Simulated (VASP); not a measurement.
# InSe: single point with PBE+D3(BJ)

InSe, a slab with vacuum:

```
CELL_PARAMETERS angstrom
4.49656 0.00000 0.00000
-2.11030 5.93220 0.00000
0.00000 0.00000 25.74256
ATOMIC_POSITIONS crystal
In 0.14670 0.04108 0.29135
In 0.19593 0.68897 0.40732
In 0.26090 0.28443 0.44201
In 0.31013 0.93232 0.55799
In 0.37511 0.52778 0.59268
In 0.42434 0.17567 0.70865
Se 0.78739 0.63369 0.32629
Se 0.55523 0.09636 0.37238
Se 0.90160 0.87704 0.47696
Se 0.66944 0.33971 0.52304
Se 0.01580 0.12039 0.62762
Se 0.78365 0.58306 0.67371
```

```yaml
Program: VASP 6.6.1
Task: single point
Functional: PBE
Dispersion: D3(BJ)
Potentials_or_basis: VASP PAW PBE potentials, release 64 (In_d, Se)
Cutoff: 520 eV
k_mesh: 8 × 6 × 1
Occupations: gaussian, width 0.05 eV
Spin: no spin polarisation
Dipole_correction: yes
Further_INCAR_settings: ALGO = Fast; EDIFF = 1e-06; NBANDS = 69
```

```json
{"Largest force": "0.651 eV/Å", "Band gap on the k mesh": "zero (bands 57 and 58 overlap by 0.19 eV)", "Dispersion energy per atom": "-0.275 eV"}
```

Forces on the atoms (eV/Å):
```
In  -0.241  0.049 -0.067
In  -0.170 -0.153 -0.455
In  -0.004  0.029  0.036
In   0.004 -0.029 -0.036
In   0.170  0.153  0.455
In   0.241 -0.049  0.067
Se   0.065 -0.371  0.190
Se   0.388  0.474  0.223
Se  -0.067 -0.038  0.065
Se   0.067  0.038 -0.065
Se  -0.388 -0.474 -0.223
Se  -0.065  0.371 -0.190
```

Levels at points of the mesh, in eV from the Fermi level:
| k point | band 53 | band 54 | band 55 | band 56 | band 57 | band 58 | band 59 | band 60 | band 61 | band 62 |
| --- | --- | --- | --- | --- | --- | --- | --- | --- | --- | --- |
| (0.00, 0.00, 0.00) | -1.05 | -0.74 | -0.51 | -0.43 | -0.10 | 0.11 | 2.16 | 2.39 | 2.51 | 2.55 |
| (0.50, 0.00, 0.00) | -1.00 | -0.96 | -0.78 | -0.19 | -0.14 | 0.14 | 1.62 | 1.99 | 2.22 | 2.49 |
| (0.00, 0.50, 0.00) | -0.72 | -0.57 | -0.35 | -0.32 | -0.13 | -0.07 | 1.64 | 2.06 | 2.31 | 2.78 |
| (0.50, 0.50, 0.00) | -0.98 | -0.64 | -0.63 | -0.37 | -0.02 | 0.13 | 2.08 | 2.19 | 2.37 | 2.65 |

Run time: 71 min on 1 thread of Oxide Virtual Turin-like Processor, on a shared host, peak memory 1.2 GiB.

Caveat: spin-orbit coupling is left out, which moves the levels of the heavy elements.
